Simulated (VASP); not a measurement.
# SnO (F-43m) in VASP: further runs

Aim: see how the results for SnO move with the level of theory and the settings. Levels: PBE, r2SCAN. Tasks: single point.

Everything below comes from runs of VASP 6.6.1. Logs are shortened: lines on timing, memory, paths and dates and some standing lists are left out, and cuts for length are marked.

### 1 The cell of the first run

Symmetry: F-43m, No. 216, cubic system. The conventional cell has a = 5.146 Å, b = 5.146 Å, c = 5.146 Å, α = 90.00°, β = 90.00°, γ = 90.00°. Sn (site symmetry -43m) has 4 O at 2.23 Å within 2.9 Å. O (site symmetry -43m) has 4 Sn at 2.23 Å within 2.9 Å.

### 2 Single point, PBE (strain -5.0%)

INCAR reads:

```
PREC     = Accurate       # precision mode
ENCUT    = 520            # plane-wave cutoff, eV
EDIFF    = 1E-7           # SCF threshold, eV
ISMEAR   = -1             # smearing method
SIGMA    = 0.02           # smearing width, eV
LREAL    = F              # projectors in reciprocal space
LASPH    = T              # aspherical terms in the spheres
NELM     = 60             # most SCF steps
ALGO     = Normal         # electronic algorithm
ISIF     = 2              # what is computed and relaxed
LWAVE    = F              # write WAVECAR
LCHARG   = F              # write CHGCAR
GGA      = PE             # functional
NBANDS   = 17             # bands
```

KPOINTS reads:

```
regular mesh
0
Gamma
  8 8 8
```

POSCAR reads:

```
SnO
1.0
    0.0000000000      2.5728039943      2.5728039943
    2.5728039943      0.0000000000      2.5728039943
    2.5728039943      2.5728039943      0.0000000000
Sn O
1 1
Direct
    0.0000000000      0.0000000000      0.0000000000
    0.2500000000      0.2500000000      0.2500000000
```

Potentials or basis: VASP PAW PBE potentials, release 64 (Sn_d, O).

The run is started by

```sh
> cat potpaw_PBE.64/Sn_d/POTCAR potpaw_PBE.64/O/POTCAR > POTCAR
> mpirun -np 1 vasp_std > vasp.out
```

OUTCAR:

```text
PREC = Accurate
   ENCUT = 520
   EDIFF = 1E-7
   ISMEAR = -1
   LREAL = F
   LASPH = T
   NELM = 60
   ISIF = 2
   GGA = PE

 ion  position               nearest neighbor table
   1  0.000  0.000  0.000-   2 2.23   2 2.23   2 2.23   2 2.23
   2  0.250  0.250  0.250-   1 2.23   1 2.23   1 2.23   1 2.23

  LATTYP: Found a face centered cubic cell.
 ALAT       =     5.1456079886

  Lattice vectors:

 A1 = (   0.0000000000,   2.5728039943,   2.5728039943)
 A2 = (   2.5728039943,   0.0000000000,   2.5728039943)
 A3 = (   2.5728039943,   2.5728039943,   0.0000000000)

Analysis of symmetry for initial positions (statically):
=====================================================================
 Subroutine PRICEL returns:
 Original cell was already a primitive cell.

 Routine SETGRP: Setting up the symmetry group for a
 face centered cubic supercell.

 Subroutine GETGRP returns: Found 24 space group operations
 (whereof 24 operations were pure point group operations)
 out of a pool of 48 trial point group operations.

The static configuration has the point symmetry T_d .

Analysis of symmetry for dynamics (positions and initial velocities):
=====================================================================
 Subroutine PRICEL returns:
 Original cell was already a primitive cell.

 Routine SETGRP: Setting up the symmetry group for a
 face centered cubic supercell.

 Subroutine GETGRP returns: Found 24 space group operations
 (whereof 24 operations were pure point group operations)
 out of a pool of 48 trial point group operations.

The dynamic configuration has the point symmetry T_d .

 Subroutine INISYM returns: Found 24 space group operations
 (whereof 24 operations are pure point group operations),
 and found     1 'primitive' translations

----------------------------------------------------------------------------------------

                                     Primitive cell

  volume of cell :      34.0604

  direct lattice vectors                    reciprocal lattice vectors
     0.000000000  2.572803994  2.572803994    -0.194340494  0.194340494  0.194340494
     2.572803994  0.000000000  2.572803994     0.194340494 -0.194340494  0.194340494
     2.572803994  2.572803994  0.000000000     0.194340494  0.194340494 -0.194340494

  length of vectors
     3.638494302  3.638494302  3.638494302     0.336607610  0.336607610  0.336607610

  position of ions in fractional coordinates (direct lattice)
     0.000000000  0.000000000  0.000000000
     0.250000000  0.250000000  0.250000000

  ion indices of the primitive-cell ions
   primitive index   ion index
                 1           1
                 2           2

----------------------------------------------------------------------------------------

 KPOINTS: regular mesh

Automatic generation of k-mesh.
 Grid dimensions read from file:
 generate k-points for:    8    8    8

 Generating k-lattice:

  Cartesian coordinates                     Fractional coordinates (reciprocal lattice)
    -0.024292562  0.024292562  0.024292562     0.125000000  0.000000000  0.000000000
     0.024292562 -0.024292562  0.024292562     0.000000000  0.125000000  0.000000000
     0.024292562  0.024292562 -0.024292562     0.000000000  0.000000000  0.125000000

  Length of vectors
     0.042075951  0.042075951  0.042075951

  Shift w.r.t. Gamma in fractional coordinates (k-lattice)
     0.000000000  0.000000000  0.000000000

 Subroutine IBZKPT returns following result:
 ===========================================

 Found     29 irreducible k-points:

 Following reciprocal coordinates:
            Coordinates               Weight
  0.000000  0.000000  0.000000      1.000000
  0.125000  0.000000  0.000000      8.000000
  0.250000  0.000000  0.000000      8.000000
  0.375000  0.000000  0.000000      8.000000
  0.500000  0.000000  0.000000      4.000000
  0.125000  0.125000  0.000000      6.000000
[... 16 lines left out ...]
  0.500000  0.250000  0.125000     48.000000
 -0.375000  0.250000  0.125000     24.000000
 [... further k-points ...]
   k-points           NKPTS =     29   k-points in BZ     NKDIM =     29   number of bands    NBANDS=     17
   number of dos      NEDOS =    301   number of ions     NIONS =      2
   total plane-waves  NPLWV =  21952
   dimension x,y,z NGX =    28 NGY =   28 NGZ =   28
   dimension x,y,z NGXF=    56 NGYF=   56 NGZF=   56
   ions per type =               1   1
   NGX,Y,Z   is equivalent  to a cutoff of  12.79, 12.79, 12.79 a.u.
   NGXF,Y,Z  is equivalent  to a cutoff of  25.59, 25.59, 25.59 a.u.
 SYSTEM =  unknown system
   PREC   = accura    normal or accurate (medium, high low for compatibility)
   ISTART =      0    job   : 0-new  1-cont  2-samecut
   ICHARG =      2    charge: 1-file 2-atom 10-const
   ISPIN  =      1    spin polarized calculation?
   LNONCOLLINEAR =      F non collinear calculations
   LSORBIT =      F    spin-orbit coupling
   LASPH  =      T    aspherical Exc in radial PAW
   ENCUT  =  520.0 eV  38.22 Ry    6.18 a.u.   6.77  6.77  6.77*2*pi/ulx,y,z
   NELM   =     60;   NELMIN=  2; NELMDL= -5     # of ELM steps
   EDIFF  = 0.1E-06   stopping-criterion for ELM
   LREAL  =      F    real-space projection
   EDIFFG = 0.1E-05   stopping-criterion for IOM
   NSW    =      0    number of steps for IOM
   IBRION =     -1    ionic relax: 0-MD 1-quasi-New 2-CG
   NFREE  =      0    steps in history (QN), initial steepest desc. (CG)
   ISIF   =      2    stress and relaxation
   ISYM   =      2    0-nonsym 1-usesym 2-fastsym
   POTIM  = 0.5000    time-step for ionic-motion
   TEBEG  =    0.0;   TEEND  =   0.0 temperature during run
   PSTRESS=    0.0 pullay stress
   NELECT =      20.0000    total number of electrons
   NUPDOWN=      -1.0000    fix difference up-down
   EMIN   =  10.00;   EMAX   =-10.00  energy-range for DOS
   EFERMI =   0.00;   METHOD = LEGACY
   ISMEAR =    -1;   SIGMA  =   0.02  broadening in eV -4-tet -1-fermi 0-gaus
   EFERMI_NEDOS =   21; number of points for ismear=-14 and -15
   IALGO  =     38    algorithm
   IMIX   =      4    mixing-type and parameters
     AMIX     =   0.40;   BMIX     =  1.00
     AMIX_MAG =   1.60;   BMIX_MAG =  1.00
  volume/ion in A,a.u.               =      17.03       114.93
  Fermi-wavevector in a.u.,A,eV,Ry     =   1.370886  2.590600 25.569830  1.879329
  Thomas-Fermi vector in A             =   2.496633
   LORBIT       =      0    0 simple, 1 ext, 2 COOP (PROOUT), +10 PAW based schemes
   GGA     = PE    functional components
   LHFCALC =     F    Hartree Fock is set to
   AEXX    =    0.0000 exact exchange contribution
   IVDW    =     0    specifies the selected vdW correction
   LEPSILON=     F    determine dielectric tensor
   LRPA    =     F    only Hartree local field effects (RPA)
 non-spin polarized calculation
  energy-cutoff  :      520.00
  volume of cell :       34.06
 maximum number of plane-waves:       941
   NGX = 13   NGY = 13   NGZ = 13

 number of electron      19.9999994 magnetization

 Free energy of the ion-electron system (eV)
  ---------------------------------------------------
  ext. energy  EPLUGINS =         0.00000000
  ---------------------------------------------------
  free energy    TOTEN  =       -10.15076227 eV

  energy without entropy =      -10.15016760  energy(sigma->0) =      -10.15046494

 E-fermi :   8.3389     XC(G=0): -10.4667

 val. band max:        8.2637078369   @ k =   0.5000   0.5000   0.0000
 cond. band min:       8.3609607698   @ k =  -0.3750   0.5000   0.1250
 fundamental gap:      0.0972529329
 Fermi energy:         8.3388866084

 k-point     1 :       0.0000    0.0000    0.0000
  band No.  band energies     occupation
      1     -13.9974      2.00000
      2     -13.9974      2.00000
      3     -13.9974      2.00000
      4     -13.9009      2.00000
      5     -13.9009      2.00000
      6     -12.3075      2.00000
[... 9 lines left out ...]
     16      19.9227      0.00000
     17      19.9227      0.00000

 k-point     2 :       0.1250    0.0000    0.0000
  band No.  band energies     occupation
      1     -14.0581      2.00000
      2     -13.9891      2.00000
      3     -13.9891      2.00000
      4     -13.9007      2.00000
      5     -13.9007      2.00000
      6     -12.1518      2.00000
[... 9 lines left out ...]
     16      19.2990      0.00000
     17      19.9646      0.00000

 k-point     3 :       0.2500    0.0000    0.0000
  band No.  band energies     occupation
      1     -14.1820      2.00000
      2     -13.9747      2.00000
      3     -13.9747      2.00000
      4     -13.8943      2.00000
      5     -13.8943      2.00000
      6     -11.7812      2.00000
[... 9 lines left out ...]
     16      18.9686      0.00000
     17      22.0446      0.00000

 k-point     4 :       0.3750    0.0000    0.0000
  band No.  band energies     occupation
      1     -14.2854      2.00000
      2     -13.9697      2.00000
      3     -13.9697      2.00000
      4     -13.8783      2.00000
      5     -13.8783      2.00000
      6     -11.3999      2.00000
[... 9 lines left out ...]
     16      19.4139      0.00000
     17      22.2792      0.00000
[... 343 lines left out ...]
      1     -14.2636      2.00000
      2     -13.9561      2.00000
      3     -13.9451      2.00000
      4     -13.9151      2.00000
      5     -13.8800      2.00000
      6     -11.5218      2.00000
[... 9 lines left out ...]
     16      21.1825      0.00000
     17      22.5104      0.00000

 k-point    23 :       0.5000    0.2500    0.1250
  band No.  band energies     occupation
      1     -14.3286      2.00000
      2     -13.9593      2.00000
      3     -13.9351      2.00000
      4     -13.9033      2.00000
      5     -13.8755      2.00000
      6     -11.2167      2.00000
[... 9 lines left out ...]
     16      21.2066      0.00000
     17      23.1224      0.00000

 k-point    24 :      -0.3750    0.2500    0.1250
  band No.  band energies     occupation
      1     -14.3529      2.00000
      2     -13.9624      2.00000
      3     -13.9334      2.00000
      4     -13.8943      2.00000
      5     -13.8748      2.00000
      6     -11.0846      2.00000
[... 9 lines left out ...]
     16      21.4338      0.00000
     17      23.1810      0.00000

 [... further k-points ...]

------------------------ aborting loop because EDIFF is reached ----------------------------------------

  FORCE on cell =-STRESS in cart. coord.  units (eV):
  Direction    XX          YY          ZZ          XY          YZ          ZX
  --------------------------------------------------------------------------------------
  -------------------------------------------------------------------------------------
  Total        3.3889365      3.3889365      3.3889365     -0.0000000     -0.0000000     -0.0000000
  in kB      159.4130648    159.4130648    159.4130648     -0.0000000     -0.0000000     -0.0000000
  external PRESSURE =     159.4130648 kB  Pullay stress =       0.0000000 kB

 VOLUME and BASIS-vectors are now :
 -----------------------------------------------------------------------------
  energy-cutoff  :      520.00
  volume of cell :       34.06
      direct lattice vectors                 reciprocal lattice vectors
     0.000000000  2.572803994  2.572803994    -0.194340494  0.194340494  0.194340494
     2.572803994  0.000000000  2.572803994     0.194340494 -0.194340494  0.194340494
     2.572803994  2.572803994  0.000000000     0.194340494  0.194340494 -0.194340494

 POSITION                                       TOTAL-FORCE (eV/Angst)
 -----------------------------------------------------------------------------------
      0.00000      0.00000      0.00000        -0.000000     -0.000000     -0.000000
      1.28640      1.28640      1.28640         0.000000      0.000000      0.000000
 -----------------------------------------------------------------------------------
    total drift:                               -0.000000     -0.000000     -0.000000

  FREE ENERGIE OF THE ION-ELECTRON SYSTEM (eV)
  ---------------------------------------------------
  free  energy   TOTEN  =       -10.1507622692 eV

  energy  without entropy=      -10.1501676034  energy(sigma->0) =      -10.15046494
```

Wall time 17 s (1 thread of AMD EPYC 7R13 (Zen 3), shared host); peak memory 0.13 GiB.

What came out:

```yaml
Free_energy: -10.1508 eV
Pressure: 15.9 GPa
Band_gap_on_the_k_mesh: zero (bands 10 and 11 overlap by 0.19 eV)
```

Levels at points of the mesh, in eV from the Fermi level:
```tsv
k point	band 8	band 9	band 10	band 11	band 12	band 13
(0.00, 0.00, 0.00)	-4.84	-4.84	-4.84	4.67	4.67	4.67
(0.50, 0.00, 0.00)	-5.34	-5.34	-2.67	1.25	4.74	4.74
(0.50, 0.50, 0.00)	-6.24	-6.24	-1.37	-0.08	4.92	5.55
```

Caveat: the cell differs from its parent crystal (strain -5.0%); the cell stands under pressure; the structure was generated, so it needn't be the stable form of SnO; semilocal functionals underestimate gaps, and a narrow one can read as zero; spin-orbit coupling is left out, which moves the levels of the heavy elements.

### 3 Single point, PBE

This run uses another cell than the first one, of 19.86 Å³/atom.

INCAR reads:

```
  ALGO = Normal
  EDIFF = 1E-6
  ENCUT = 520
  GGA = PE
  ISIF = 2
  ISMEAR = -1
  LASPH = True
  LCHARG = False
  LREAL = False
  LWAVE = False
  NBANDS = 17
  NELM = 60
  PREC = Accurate
  SIGMA = 0.02
```

KPOINTS reads:

```
k-points
0
Gamma
  8 8 8
```

POSCAR reads:

```
SnO
1.0
    0.0000000000      2.7082147309      2.7082147309
    2.7082147309      0.0000000000      2.7082147309
    2.7082147309      2.7082147309      0.0000000000
Sn O
1 1
Direct
    0.0000000000      0.0000000000      0.0000000000
    0.2500000000      0.2500000000      0.2500000000
```

Potentials or basis: VASP PAW PBE potentials, release 64 (Sn_d, O).

The run is started by

```sh
> cat potpaw_PBE.64/Sn_d/POTCAR potpaw_PBE.64/O/POTCAR > POTCAR
> mpirun -np 1 vasp_std > vasp.out
```

Wall time 15 s (1 thread of AMD EPYC 7R13 (Zen 3), shared host); peak memory 0.13 GiB.

It converged, with:

```yaml
Free_energy: -10.4448 eV
Pressure: 2.5 GPa
Band_gap_on_the_k_mesh: zero (bands 10 and 11 overlap by 0.19 eV)
```

Levels at points of the mesh, in eV from the Fermi level:
```
           k point  band 8  band 9  band 10  band 11  band 12  band 13
(0.00, 0.00, 0.00)   -3.70   -3.70    -3.70     4.44     4.44     4.44
(0.50, 0.00, 0.00)   -4.12   -4.12    -2.43     1.62     4.58     4.58
(0.50, 0.50, 0.00)   -4.88   -4.88    -0.68    -0.18     5.20     5.20
```

Caveat: the structure was generated, so it needn't be the stable form of SnO; semilocal functionals underestimate gaps, and a narrow one can read as zero; spin-orbit coupling is left out, which moves the levels of the heavy elements.

### 4 Single point, PBE (strain +0.5%)

INCAR reads:

```
SYSTEM = SnO
PREC = Accurate
ENCUT = 520
EDIFF = 1E-6
ISMEAR = -1
SIGMA = 0.02
LREAL = .FALSE.
LASPH = .TRUE.
NELM = 100
ALGO = Normal
ISIF = 2
LWAVE = .FALSE.
LCHARG = .TRUE.
GGA = PE
LELF = .TRUE.
LVHAR = .TRUE.
NBANDS = 17
```

KPOINTS reads:

```
regular mesh
0
G
  8 8 8
  0 0 0
```

POSCAR reads:

```
SnO
1.0
    0.0000000000      2.7217558045      2.7217558045
    2.7217558045      0.0000000000      2.7217558045
    2.7217558045      2.7217558045      0.0000000000
Sn O
1 1
Direct
    0.0000000000      0.0000000000      0.0000000000
    0.2500000000      0.2500000000      0.2500000000
```

Potentials or basis: VASP PAW PBE potentials, release 64 (Sn_d, O).

The run is started by

```sh
> cat potpaw_PBE.64/Sn_d/POTCAR potpaw_PBE.64/O/POTCAR > POTCAR
> mpirun -np 1 vasp_std > vasp.out
```

OUTCAR:

```text
SYSTEM = SnO
   PREC = Accurate
   ENCUT = 520
   EDIFF = 1E-6
   ISMEAR = -1
   LREAL = .FALSE.
   LASPH = .TRUE.
   NELM = 100
   ISIF = 2
   GGA = PE

 ion  position               nearest neighbor table
   1  0.000  0.000  0.000-   2 2.36   2 2.36   2 2.36   2 2.36
   2  0.250  0.250  0.250-   1 2.36   1 2.36   1 2.36   1 2.36

  LATTYP: Found a face centered cubic cell.
 ALAT       =     5.4435116090

  Lattice vectors:

[... 666 lines left out ...]

------------------------ aborting loop because EDIFF is reached ----------------------------------------

  FORCE on cell =-STRESS in cart. coord.  units (eV):
  Direction    XX          YY          ZZ          XY          YZ          ZX
  --------------------------------------------------------------------------------------
  -------------------------------------------------------------------------------------
  Total        0.3665303      0.3665303      0.3665303     -0.0000000     -0.0000000     -0.0000000
  in kB       14.5627365     14.5627365     14.5627365     -0.0000000     -0.0000000     -0.0000000
  external PRESSURE =      14.5627365 kB  Pullay stress =       0.0000000 kB

 VOLUME and BASIS-vectors are now :
 -----------------------------------------------------------------------------
  energy-cutoff  :      520.00
  volume of cell :       40.33
      direct lattice vectors                 reciprocal lattice vectors
     0.000000000  2.721755804  2.721755804    -0.183704945  0.183704945  0.183704945
     2.721755804  0.000000000  2.721755804     0.183704945 -0.183704945  0.183704945
     2.721755804  2.721755804  0.000000000     0.183704945  0.183704945 -0.183704945

 POSITION                                       TOTAL-FORCE (eV/Angst)
 -----------------------------------------------------------------------------------
      0.00000      0.00000      0.00000        -0.000000     -0.000000     -0.000000
      1.36088      1.36088      1.36088         0.000000      0.000000      0.000000
 -----------------------------------------------------------------------------------
    total drift:                               -0.000000     -0.000000     -0.000000

  FREE ENERGIE OF THE ION-ELECTRON SYSTEM (eV)
  ---------------------------------------------------
  free  energy   TOTEN  =       -10.4525517060 eV

  energy  without entropy=      -10.4521161384  energy(sigma->0) =      -10.45233392
```

Wall time 21 s (1 thread of AMD EPYC 7R13 (Zen 3), shared host); peak memory 0.15 GiB.

What came out:

```yaml
Free_energy: -10.4526 eV
Pressure: 1.5 GPa
Band_gap_on_the_k_mesh: zero (bands 10 and 11 overlap by 0.19 eV)
```

Caveat: the cell differs from its parent crystal (strain +0.5%); the structure was generated, so it needn't be the stable form of SnO; semilocal functionals underestimate gaps, and a narrow one can read as zero; spin-orbit coupling is left out, which moves the levels of the heavy elements.

(Continued in part 2 of 2.)

The gap in the log of VASP goes by the Fermi energy; the results here count the filled bands.